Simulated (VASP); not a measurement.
Runs of VASP 6.6.1 on PbO. The structure is that of space group P6_3/mmc (No. 194), or close to it. The cells are those of the table. 

| cell | gap on the mesh (eV) | pressure (GPa) |
| --- | --- | --- |
| a = 3.561, b = 3.561, c = 6.296 Å, angles 90.0, 90.0, 120.0°, 4 atoms | (c) | 3.6 |
| a = 3.645, b = 3.645, c = 6.382 Å, angles 90.0, 90.0, 120.0°, 4 atoms | 0.23 | -1.6 |
| a = 3.672, b = 3.672, c = 6.412 Å, angles 90.0, 90.0, 120.0°, 4 atoms | (b) | -3.1 |
| a = 3.712, b = 3.712, c = 6.458 Å, angles 90.0, 90.0, 120.0°, 4 atoms | 0.22 | -4.9 |
| a = 3.537, b = 3.537, c = 6.279 Å, angles 90.0, 90.0, 120.0°, 4 atoms | (a) | 5.2 |

Alike in all rows: task single point; level PBE; potentials or basis VASP PAW PBE potentials, release 64 (Pb_d, O); no spin polarisation; k mesh 10 × 10 × 6; cutoff (eV) 520; smearing gaussian 0.05 eV.

**Question.** Fill in the values left out.

**Answer.** (a) 0.01; (b) 0.25; (c) 0.05.

Caveats: spin-orbit coupling is left out, which moves the levels of the heavy elements; the cell stands under pressure (at least some runs); the cell stands under tension (at least some runs).

A k mesh can miss the band edges, and the runs leave out spin-orbit coupling on Pb.
